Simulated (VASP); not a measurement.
# H2: single point with r2SCAN

System: H2, in a box.

```
H
1.0
     8.00000    0.00000    0.00000
     0.00000    8.00000    0.00000
     0.00000    0.00000    8.00000
H
2
Direct
  0.50000 0.50000 0.44688
  0.50000 0.50000 0.55312
```

```
Program             : VASP 6.6.1
Task                : single point
Functional          : r2SCAN
Potentials or basis : VASP PAW PBE potentials, release 64 (H)
Cutoff              : 440 eV
k mesh              : 1 × 1 × 1
Occupations         : gaussian, width 0.01 eV
Spin                : no spin polarisation
```

The largest force is 2.807 eV/Å. The gap between the frontier levels is 10.41 eV.

Forces in eV/Å, atoms in the order of the input:
```
H    0.000  0.000  2.807
H    0.000  0.000 -2.807
```

Levels at points of the mesh, in eV from the valence-band top:
```csv
k point,band 1,band 2,band 3,band 4,band 5,band 6
"(0.00, 0.00, 0.00)",0.00,10.41,11.10,12.39,12.39,12.58
```

Wall time 100 s on 1 thread of AMD EPYC 7R43 64-Core Processor (Zen 3) (shared host), peak memory 0.36 GiB.

Caveat: the PAW data sets were made with another functional, which shifts forces and pressure a little.
